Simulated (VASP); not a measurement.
Ge2Sb2Te5: single point with PBEsol

Ge2Sb2Te5:

```xyz
9
Lattice="4.2648 0.0000 0.0000 -2.1324 3.6935 0.0000 0.0000 0.0000 17.9991" Properties=species:S:1:pos:R:3 pbc="T T T"
Ge    0.0000    0.0000    5.8455
Ge    0.0000    0.0000   12.1536
Sb    0.0000    2.4623    1.9964
Sb    2.1324    1.2312   16.0027
Te    0.0000    0.0000    0.0000
Te    0.0000    2.4623   14.2748
Te    2.1324    1.2312    3.7243
Te    0.0000    2.4623    7.2380
Te    2.1324    1.2312   10.7611
```

```yaml
Program: VASP 6.6.1
Task: single point
Functional: PBEsol
Potentials_or_basis: VASP PAW PBE potentials, release 64 (Ge_d, Sb, Te)
Cutoff: 520 eV
k_mesh: 12 × 12 × 2
Occupations: gaussian, width 0.1 eV
Spin: no spin polarisation
Dipole_correction: no
Further_INCAR_settings: ALGO = Normal; EDIFF = 1e-06; NBANDS = 44
```

```json
{
  "Pressure": "-1.7 GPa",
  "Largest force": "0.020 eV/Å",
  "Band gap on the k mesh": "0.02 eV, indirect (least direct gap 0.02 eV)"
}
```

Forces on the atoms (eV/Å):
```
Ge   0.000  0.000 -0.019
Ge   0.000  0.000  0.019
Sb   0.000  0.000 -0.018
Sb   0.000  0.000  0.018
Te   0.000  0.000  0.000
Te   0.000  0.000 -0.020
Te   0.000  0.000  0.020
Te   0.000  0.000  0.019
Te   0.000  0.000 -0.019
```

Stress tensor (GPa, compression positive):
```
-1.92  0.00  0.00
 0.00 -1.92  0.00
 0.00  0.00 -1.18
```

Levels at points of the mesh, in eV from the valence-band top:
| k point | band 31 | band 32 | band 33 | band 34 | band 35 | band 36 | band 37 | band 38 |
| --- | --- | --- | --- | --- | --- | --- | --- | --- |
| (0.00, 0.00, 0.00) | -1.39 | -1.23 | -1.10 | -0.16 | 0.02 | 0.11 | 0.11 | 1.03 |
| (0.50, 0.00, 0.00) | -1.79 | -1.71 | -1.31 | -1.11 | 0.37 | 0.61 | 0.69 | 1.46 |
| (0.00, 0.00, 0.50) | -1.44 | -1.44 | -0.99 | -0.16 | 0.02 | 0.13 | 0.13 | 1.00 |
| (0.50, 0.00, 0.50) | -1.93 | -1.77 | -1.66 | -0.73 | 0.11 | 0.63 | 0.97 | 1.58 |

Wall time 4.8 min on 1 thread of Intel(R) Xeon(R) 6975P-C (Granite Rapids), with other jobs on the host, peak memory 0.65 GiB.

Caveat: the PAW data sets were made with another functional, which shifts forces and pressure a little; spin-orbit coupling is left out, which moves the levels of the heavy elements; this functional lacks dispersion, which binds the layers, so the pressure and a relaxed spacing across them are unreliable. A k mesh can miss the band edges.
